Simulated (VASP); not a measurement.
# Au: single point with PBE

Au:

```xyz
4
Lattice="5.8000 0.0000 0.0000 -1.4500 2.5115 0.0000 0.0000 0.0000 4.8800" Properties=species:S:1:pos:R:3 pbc="T T T"
Au   -0.0764    1.6744    3.6265
Au    2.8592    1.7313    3.6440
Au    1.5540    0.7360    1.3609
Au    4.3287    0.8767    1.1516
```

```yaml
Program: VASP 6.6.1
Task: single point
Functional: PBE
Potentials_or_basis: VASP PAW PBE potentials, release 64 (Au)
Cutoff: 520 eV
k_mesh: 4 × 7 × 4
Occupations: fermi-dirac, width 0.08 eV
Spin: no spin polarisation
Dipole_correction: no
Further_INCAR_settings: ALGO = Normal; EDIFF = 1e-07; NBANDS = 30
```

```yaml
Pressure: 3.1 GPa
Largest_force: 0.966 eV/Å
Band_gap_on_the_k_mesh: zero (bands 22 and 23 overlap by 3.58 eV)
```

Forces in eV/Å, atoms in the order of the input:
```
Au   0.264  0.054  0.612
Au  -0.202 -0.115  0.208
Au  -0.356  0.192 -0.877
Au   0.295 -0.130  0.057
```

Stress tensor (GPa, compression positive):
```
 3.08 -0.95  0.11
-0.95  2.41 -0.47
 0.11 -0.47  3.87
```

Levels at points of the mesh, in eV from the Fermi level:
```
           k point  band 20  band 21  band 22  band 23  band 24  band 25
(0.00, 0.00, 0.00)    -1.90    -1.68    -0.98     0.54     1.49     2.44
(0.50, 0.00, 0.00)    -2.82    -2.05    -1.98     2.51     2.56     3.29
(0.00, 0.00, 0.50)    -2.13    -1.87    -1.73     0.46     0.55     3.80
(0.50, 0.00, 0.50)    -2.32    -2.10    -1.98    -1.76    -1.67     9.89
```

Wall time 2 min on 1 thread of Intel(R) Xeon(R) Platinum 8488C (Sapphire Rapids) (shared host), peak memory 0.24 GiB.

Caveat: the cell stands under pressure; spin-orbit coupling is left out, which moves the levels of the heavy elements.
